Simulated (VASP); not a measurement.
# W (P4/nmm) in VASP: further runs, part 2 of 3

VASP 6.6.1. Earlier steps stand in the parts before.

**3. Single point, r2SCAN (atoms displaced along a vibrational mode)**

Contents of POSCAR:

```
W
1.0
    0.0000000000     -2.0300000000     -2.0300000000
    0.0000000000      2.0300000000     -2.0300000000
    4.0600000000      0.0000000000      0.0000000000
W
2
Direct
    0.5000000000      0.5000000000      0.5369458128
    0.0000000000      0.0000000000     -0.0369458128
```

Contents of INCAR.step1:

```
PREC = Accurate ; ENCUT = 550
ISMEAR = 0 ; SIGMA = 0.15
LREAL = False ; LASPH = True
NELM = 120 ; NBANDS = 21
GGA = PE ; ALGO = Normal
EDIFF = 1E-5 ; LWAVE = True
LCHARG = False ; GGA_COMPAT = False
```

Contents of INCAR.step2:

```
PREC = Accurate ; ENCUT = 550
EDIFF = 1E-6 ; ISMEAR = 0
SIGMA = 0.15 ; LREAL = False
LASPH = True ; NELM = 120
ALGO = Normal ; ISIF = 2
LWAVE = False ; LCHARG = False
METAGGA = R2SCAN ; LMIXTAU = True
NBANDS = 21 ; ISTART = 1
GGA_COMPAT = False
```

Contents of KPOINTS:

```
regular mesh
0
Gamma
  16 16 12
```

Potentials or basis: VASP PAW PBE potentials, release 64 (W_sv).

Started as:

```sh
$ cat potpaw_PBE.64/W_sv/POTCAR > POTCAR
$ cp INCAR.step1 INCAR
$ mpirun -np 1 vasp_std > vasp.out
$ cp INCAR.step2 INCAR
$ mpirun -np 1 vasp_std > vasp.out
```

OUTCAR:

```text
PREC = Accurate
   ENCUT = 550
   EDIFF = 1E-6
   ISMEAR = 0
   LREAL = False
   LASPH = True
   NELM = 120
   ISIF = 2
   METAGGA = R2SCAN
   ISTART = 1

 ion  position               nearest neighbor table
   1  0.500  0.500  0.537-   2 2.67   2 2.67   2 2.67   2 2.67   2 3.09   2 3.09   2 3.09   2 3.09

   2  0.000  0.000  0.963-   1 2.67   1 2.67   1 2.67   1 2.67   1 3.09   1 3.09   1 3.09   1 3.09

  LATTYP: Found a simple tetragonal cell.
 ALAT       =     2.8708535316
 C/A-ratio  =     1.4142135624

  Lattice vectors:

 A1 = (   0.0000000000,  -2.0300000000,  -2.0300000000)
 A2 = (   0.0000000000,   2.0300000000,  -2.0300000000)
 A3 = (   4.0600000000,   0.0000000000,   0.0000000000)

Analysis of symmetry for initial positions (statically):
=====================================================================
 Subroutine PRICEL returns:
 Original cell was already a primitive cell.

 Routine SETGRP: Setting up the symmetry group for a
 simple tetragonal supercell.

 Subroutine GETGRP returns: Found 16 space group operations
 (whereof  8 operations were pure point group operations)
 out of a pool of 16 trial point group operations.

The static configuration has the point symmetry C_4v.
 The point group associated with its full space group is D_4h.

Analysis of symmetry for dynamics (positions and initial velocities):
=====================================================================
 Subroutine PRICEL returns:
 Original cell was already a primitive cell.

 Routine SETGRP: Setting up the symmetry group for a
 simple tetragonal supercell.

 Subroutine GETGRP returns: Found 16 space group operations
 (whereof  8 operations were pure point group operations)
 out of a pool of 16 trial point group operations.

The dynamic configuration has the point symmetry C_4v.
 The point group associated with its full space group is D_4h.

 Subroutine INISYM returns: Found 16 space group operations
 (whereof  8 operations are pure point group operations),
 and found     1 'primitive' translations

----------------------------------------------------------------------------------------

                                     Primitive cell

  volume of cell :      33.4617

  direct lattice vectors                    reciprocal lattice vectors
     0.000000000 -2.030000000 -2.030000000     0.000000000 -0.246305419 -0.246305419
     0.000000000  2.030000000 -2.030000000     0.000000000  0.246305419 -0.246305419
     4.060000000  0.000000000  0.000000000     0.246305419  0.000000000  0.000000000

  length of vectors
     2.870853532  2.870853532  4.060000000     0.348328464  0.348328464  0.246305419

  position of ions in fractional coordinates (direct lattice)
     0.500000000  0.500000000  0.536945813
     0.000000000  0.000000000  0.963054187

  ion indices of the primitive-cell ions
   primitive index   ion index
                 1           1
                 2           2

----------------------------------------------------------------------------------------

 KPOINTS: regular mesh

Automatic generation of k-mesh.
 Grid dimensions read from file:
 generate k-points for:   16   16   12

 Generating k-lattice:

  Cartesian coordinates                     Fractional coordinates (reciprocal lattice)
     0.000000000 -0.015394089 -0.015394089     0.062500000  0.000000000  0.000000000
     0.000000000  0.015394089 -0.015394089     0.000000000  0.062500000  0.000000000
     0.020525452  0.000000000  0.000000000     0.000000000  0.000000000  0.083333333

  Length of vectors
     0.021770529  0.021770529  0.020525452

  Shift w.r.t. Gamma in fractional coordinates (k-lattice)
     0.000000000  0.000000000  0.000000000

 Subroutine IBZKPT returns following result:
 ===========================================

 Found    315 irreducible k-points:

 Following reciprocal coordinates:
            Coordinates               Weight
  0.000000  0.000000  0.000000      1.000000
  0.062500  0.000000  0.000000      4.000000
  0.125000  0.000000  0.000000      4.000000
[... 27 lines left out ...]
   EDIFFG = 0.1E-04   stopping-criterion for IOM
   NSW    =      0    number of steps for IOM
   IBRION =     -1    ionic relax: 0-MD 1-quasi-New 2-CG
   NFREE  =      0    steps in history (QN), initial steepest desc. (CG)
   ISIF   =      2    stress and relaxation
   ISYM   =      2    0-nonsym 1-usesym 2-fastsym
   POTIM  = 0.5000    time-step for ionic-motion
   TEBEG  =    0.0;   TEEND  =   0.0 temperature during run
   PSTRESS=    0.0 pullay stress
   NELECT =      28.0000    total number of electrons
   NUPDOWN=      -1.0000    fix difference up-down
   EMIN   =  10.00;   EMAX   =-10.00  energy-range for DOS
   EFERMI =   0.00;   METHOD = LEGACY
   ISMEAR =     0;   SIGMA  =   0.15  broadening in eV -4-tet -1-fermi 0-gaus
   EFERMI_NEDOS =   21; number of points for ismear=-14 and -15
   IALGO  =     38    algorithm
   IMIX   =      4    mixing-type and parameters
     AMIX     =   0.40;   BMIX     =  1.00
     AMIX_MAG =   1.60;   BMIX_MAG =  1.00
  volume/ion in A,a.u.               =      16.73       112.91
  Fermi-wavevector in a.u.,A,eV,Ry     =   1.542688  2.915258 32.380324  2.379887
  Thomas-Fermi vector in A             =   2.648457
   LORBIT       =      0    0 simple, 1 ext, 2 COOP (PROOUT), +10 PAW based schemes
   METAGGA = R2SCAN    functional components
   LHFCALC =     F    Hartree Fock is set to
   AEXX    =    0.0000 exact exchange contribution
   IVDW    =     0    specifies the selected vdW correction
   LEPSILON=     F    determine dielectric tensor
   LRPA    =     F    only Hartree local field effects (RPA)
 non-spin polarized calculation
 Gauss-broadening in eV      SIGMA  =   0.15
  energy-cutoff  :      550.00
  volume of cell :       33.46
 maximum number of plane-waves:      1008
 NGX is ok and might be reduce to    24
   NGX = 11   NGY = 11   NGZ = 15

 number of electron      27.9999997 magnetization

 Free energy of the ion-electron system (eV)
  ---------------------------------------------------
  ext. energy  EPLUGINS =         0.00000000
  ---------------------------------------------------
  free energy    TOTEN  =      -101.05561265 eV

  energy without entropy =     -101.03524377  energy(sigma->0) =     -101.04542821

 E-fermi :  10.1296     XC(G=0): -14.5426

 val. band max:       10.1246666277   @ k =   0.5000   0.1250   0.4167
 cond. band min:      10.1399829761   @ k =   0.4375   0.0000   0.0000
 fundamental gap:      0.0153163485
 Fermi energy:        10.1296115885

 k-point     1 :       0.0000    0.0000    0.0000
  band No.  band energies     occupation
      1     -65.5340      2.00000
      2     -65.3211      2.00000
      3     -29.6117      2.00000
      4     -28.9989      2.00000
      5     -28.9989      2.00000
      6     -28.4648      2.00000
[... 550 lines left out ...]
      5     -28.8409      2.00000
      6     -28.8409      2.00000
[... 13 lines left out ...]
     20      16.7720      0.00000
     21      22.0023      0.00000

 [... further k-points ...]

------------------------ aborting loop because EDIFF is reached ----------------------------------------

  FORCE on cell =-STRESS in cart. coord.  units (eV):
  Direction    XX          YY          ZZ          XY          YZ          ZX
  --------------------------------------------------------------------------------------
  -------------------------------------------------------------------------------------
  Total       -3.2632924      2.3705360      2.3705360      0.0000000      0.0000000      0.0000000
  in kB     -156.2494409    113.5034411    113.5034411      0.0000000      0.0000000      0.0000000
  external PRESSURE =      23.5858138 kB  Pullay stress =       0.0000000 kB

 VOLUME and BASIS-vectors are now :
 -----------------------------------------------------------------------------
  energy-cutoff  :      550.00
  volume of cell :       33.46
      direct lattice vectors                 reciprocal lattice vectors
     0.000000000 -2.030000000 -2.030000000     0.000000000 -0.246305419 -0.246305419
     0.000000000  2.030000000 -2.030000000     0.000000000  0.246305419 -0.246305419
     4.060000000  0.000000000  0.000000000     0.246305419  0.000000000  0.000000000

 POSITION                                       TOTAL-FORCE (eV/Angst)
 -----------------------------------------------------------------------------------
      2.18000      0.00000     -2.03000        -3.020187      0.000000      0.000000
      3.91000      0.00000      0.00000         3.020187     -0.000000     -0.000000
 -----------------------------------------------------------------------------------
    total drift:                                0.000000     -0.000000      0.000000

  FREE ENERGIE OF THE ION-ELECTRON SYSTEM (eV)
  ---------------------------------------------------
  free  energy   TOTEN  =      -101.0556126521 eV

  energy  without entropy=     -101.0352437660  energy(sigma->0) =     -101.04542821
```

OUTCAR.step1:

```text
PREC = Accurate
   ENCUT = 550
   ISMEAR = 0
   LREAL = False
   LASPH = True
[... 802 lines left out ...]
      2.18000      0.00000     -2.03000        -3.006459     -0.000000      0.000000
      3.91000      0.00000      0.00000         3.006459      0.000000     -0.000000
 -----------------------------------------------------------------------------------
    total drift:                                0.000000     -0.000000      0.000000

  FREE ENERGIE OF THE ION-ELECTRON SYSTEM (eV)
  ---------------------------------------------------
  free  energy   TOTEN  =       -24.4264799524 eV

  energy  without entropy=      -24.4037531466  energy(sigma->0) =      -24.41511655
```

OSZICAR.step1:

```text
N       E                     dE             d eps       ncg     rms          rms(c)
DAV:   1     0.278462632873E+03    0.27846E+03   -0.16269E+04 13254   0.160E+03
DAV:   2    -0.161762321002E+02   -0.29464E+03   -0.28714E+03 14160   0.468E+02
DAV:   3    -0.255253976793E+02   -0.93492E+01   -0.91235E+01 15383   0.814E+01
DAV:   4    -0.256253979274E+02   -0.10000E+00   -0.99868E-01 14203   0.884E+00
DAV:   5    -0.256264181462E+02   -0.10202E-02   -0.10202E-02 15016   0.943E-01    0.275E+01
DAV:   6    -0.246702423654E+02    0.95618E+00   -0.12440E+00 14502   0.109E+01    0.111E+01
DAV:   7    -0.244339456004E+02    0.23630E+00   -0.66533E-01 14774   0.714E+00    0.724E-01
DAV:   8    -0.244267628742E+02    0.71827E-02   -0.17628E-02 13743   0.154E+00    0.174E-01
DAV:   9    -0.244264803379E+02    0.28254E-03   -0.81143E-04 15064   0.250E-01    0.716E-02
DAV:  10    -0.244264799524E+02    0.38550E-06   -0.65238E-05 15143   0.108E-01
   1 F= -.24426480E+02 E0= -.24415117E+02  d E =-.227268E-01
```

It took 2.9 min on 1 thread of Intel Xeon 6975P-C (Granite Rapids), shared host; peak memory 0.3 GiB.

What came out:

```
Free energy            : -101.0556 eV
Pressure               : 2.4 GPa
Largest force          : 3.020 eV/Å
Band gap on the k mesh : zero (bands 14 and 15 overlap by 3.54 eV)
```

Forces in eV/Å, atoms in the order of the input:
```
W   -3.020  0.000  0.000
W    3.020  0.000  0.000
```

Stress tensor (GPa, compression positive):
```
-15.62   0.00   0.00
  0.00  11.35   0.00
  0.00   0.00  11.35
```

Levels at points of the mesh, in eV from the Fermi level:
| k point | band 10 | band 11 | band 12 | band 13 | band 14 | band 15 | band 16 | band 17 | band 18 | band 19 |
| --- | --- | --- | --- | --- | --- | --- | --- | --- | --- | --- |
| (0.00, 0.00, 0.00) | -5.67 | -5.04 | -0.67 | -0.67 | -0.32 | 1.37 | 2.21 | 4.91 | 5.33 | 5.57 |
| (0.50, 0.00, 0.00) | -4.45 | -2.94 | -2.94 | -0.84 | -0.84 | -0.06 | -0.06 | 3.23 | 3.23 | 6.63 |
| (0.50, 0.50, 0.00) | -5.65 | -4.65 | -4.65 | 2.95 | 2.95 | 5.00 | 5.00 | 5.11 | 5.11 | 5.75 |
| (0.00, 0.00, 0.50) | -6.03 | -4.24 | -1.86 | -1.66 | 0.67 | 0.67 | 2.22 | 2.37 | 2.37 | 2.65 |
| (0.50, 0.00, 0.50) | -5.87 | -1.14 | -1.14 | -0.60 | -0.60 | 0.42 | 0.42 | 4.83 | 4.83 | 5.37 |
| (0.50, 0.50, 0.50) | -4.06 | -2.87 | -2.87 | -1.46 | -1.46 | 1.78 | 1.78 | 5.76 | 5.76 | 9.37 |

Caveat: the cell differs from its parent crystal (atoms displaced along a vibrational mode); the stress differs along the axes, from -16 to 11 GPa; the PAW data sets were made with another functional, which shifts forces and pressure a little; spin-orbit coupling is left out, which moves the levels of the heavy elements.

**4. Single point, r2SCAN (atoms displaced along a vibrational mode)**

Contents of POSCAR:

```
W
1.0
    0.0000000000     -2.0300000000     -2.0300000000
    0.0000000000      2.0300000000     -2.0300000000
    4.0600000000      0.0000000000      0.0000000000
W
2
Direct
    0.5000000000      0.5000000000      0.4753694581
    0.0000000000      0.0000000000      0.0246305419
```

Contents of INCAR.step1:

```
PREC     = Accurate       # precision mode
ENCUT    = 550            # plane-wave cutoff, eV
ISMEAR   = 0              # smearing method
SIGMA    = 0.15           # smearing width, eV
LREAL    = False          # projectors in reciprocal space
LASPH    = True           # aspherical terms in the spheres
NELM     = 120            # most SCF steps
NBANDS   = 21             # bands
GGA      = PE             # functional
ALGO     = Normal         # electronic algorithm
EDIFF    = 1E-5           # SCF threshold, eV
LWAVE    = True           # write WAVECAR
LCHARG   = False          # write CHGCAR
GGA_COMPAT= False
```

Contents of INCAR.step2:

```
PREC     = Accurate       # precision mode
ENCUT    = 550            # plane-wave cutoff, eV
EDIFF    = 1E-6           # SCF threshold, eV
ISMEAR   = 0              # smearing method
SIGMA    = 0.15           # smearing width, eV
LREAL    = False          # projectors in reciprocal space
LASPH    = True           # aspherical terms in the spheres
NELM     = 120            # most SCF steps
ALGO     = Normal         # electronic algorithm
ISIF     = 2              # what is computed and relaxed
LWAVE    = False          # write WAVECAR
LCHARG   = False          # write CHGCAR
METAGGA  = R2SCAN         # meta-GGA
LMIXTAU  = True         
NBANDS   = 21             # bands
ISTART   = 1            
GGA_COMPAT= False
```

KPOINTS is that of step 3.

Started as:

```sh
$ cat potpaw_PBE.64/W_sv/POTCAR > POTCAR
$ cp INCAR.step1 INCAR
$ mpirun -np 1 vasp_std > vasp.out
$ cp INCAR.step2 INCAR
$ mpirun -np 1 vasp_std > vasp.out
```

Wall time 2.7 min (1 thread of Intel Xeon 6975P-C (Granite Rapids), shared host); peak memory 0.31 GiB.

Results (log left out):

* Free energy: -101.3223 eV
* Pressure: -3.2 GPa
* Largest force: 2.336 eV/Å
* Band gap on the k mesh: zero (bands 14 and 15 overlap by 3.57 eV)

Forces in eV/Å, atoms in the order of the input:
```
W    2.336  0.000  0.000
W   -2.336  0.000  0.000
```

Stress tensor (GPa, compression positive):
```
-14.65   0.00   0.00
  0.00   2.55   0.00
  0.00   0.00   2.55
```

Levels at points of the mesh, in eV from the Fermi level:
| k point | band 12 | band 13 | band 14 | band 15 | band 16 | band 17 |
| --- | --- | --- | --- | --- | --- | --- |
| (0.00, 0.00, 0.00) | -0.67 | -0.67 | -0.51 | 1.75 | 2.44 | 4.08 |
| (0.50, 0.00, 0.00) | -2.73 | -1.32 | -1.32 | 0.37 | 0.37 | 2.76 |
| (0.50, 0.50, 0.00) | -4.72 | 2.87 | 2.87 | 5.05 | 5.05 | 5.42 |
| (0.00, 0.00, 0.50) | -2.29 | -1.24 | 0.91 | 0.91 | 1.37 | 2.10 |
| (0.50, 0.00, 0.50) | -0.97 | -0.71 | -0.71 | 0.35 | 0.35 | 4.94 |
| (0.50, 0.50, 0.50) | -2.72 | -1.71 | -1.71 | 1.56 | 1.56 | 5.73 |

Caveat: the cell differs from its parent crystal (atoms displaced along a vibrational mode); the stress differs along the axes, from -15 to 3 GPa; the PAW data sets were made with another functional, which shifts forces and pressure a little; spin-orbit coupling is left out, which moves the levels of the heavy elements.

(Continued in part 3 of 3.)
